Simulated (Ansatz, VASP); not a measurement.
## CdTe: VASP beside Ansatz

The input INCAR:

```
  PREC = Accurate
  ENCUT = 520
  EDIFF = 1E-6
  ISMEAR = -1
  SIGMA = 0.05
  LREAL = F
  LASPH = T
  NELM = 80
  ALGO = Normal
  ISIF = 2
  LWAVE = F
  LCHARG = T
  LELF = T
  LVHAR = T
  NBANDS = 16
```

File KPOINTS:

```
Automatic mesh
0
Gamma
  12 12 12
```

Contents of POSCAR:

```
CdTe
1.0
    0.0000000000      2.6248585210      2.6248585210
    2.6248585210      0.0000000000      2.6248585210
    2.6248585210      2.6248585210      0.0000000000
Cd Te
1 1
Direct
    0.0000000000      0.0000000000      0.0000000000
    0.2500000000      0.2500000000      0.2500000000
```

Input for Ansatz:

```yaml
crystal:
  lattice:
    - [0.0, 2.624858521, 2.624858521]
    - [2.624858521, 0.0, 2.624858521]
    - [2.624858521, 2.624858521, 0.0]
  atoms:
    - { symbol: Cd, position: [0.0, 0.0, 0.0] }
    - { symbol: Te, position: [0.25, 0.25, 0.25] }
kpoints:
  mp_grid: { grid: [12, 12, 12] }
  band_path:
    path:
      - [0.0, 0.0, 0.0]
      - [-0.5, -0.5, 0.0]
      - [-0.375, -0.375, 0.25]
      - [-0.375, 0.0, 0.375]
      - [0.0, 0.0, 0.0]
      - [0.0, 0.0, 0.5]
      - [-0.5, -0.25, 0.25]
      - [-0.5, -0.5, 0.0]
    npoints: 8
scf:
  occupations: { method: fermi_dirac, width: 0.05 }
hamiltonian:
  xc: lda
  pseudopotentials: { kind: all_electron, lapw: { basis_error: 0.001 } }
output:
  forces: true
  stress: true
  eigenvalues: true
  populations: true
  dos: { projected: true, de: 0.2, e_range: [-14, 8] }
```

Change from the starting cell: volume scaled by 0.55, LAPW.

Alike in both runs: task single point; functional LDA; k mesh 12 × 12 × 12; occupations fermi-dirac, width 0.05 eV; no spin polarisation.

|  | VASP | Ansatz |
| --- | --- | --- |
| version | VASP 6.6.1 | Ansatz 0.2.0 |
| potentials or method | VASP PAW LDA potentials, release 64 (Cd, Te), cutoff 520 eV | all-electron LAPW, scalar-relativistic |

Ansatz gave:

* pressure (GPa): 115.7

Which values does VASP return?

Pressure (GPa): 117.7.

LDA's correlation is that of Perdew and Zunger in VASP and of Perdew and Wang (1992) in Ansatz. Both programs put the cell under a high pressure, so it lies far from rest at this level. Ansatz ran all-electron here, and VASP with PAW potentials.

Spin-orbit coupling is off throughout. Noted on VASP's run: the cell as given lies far from equilibrium.
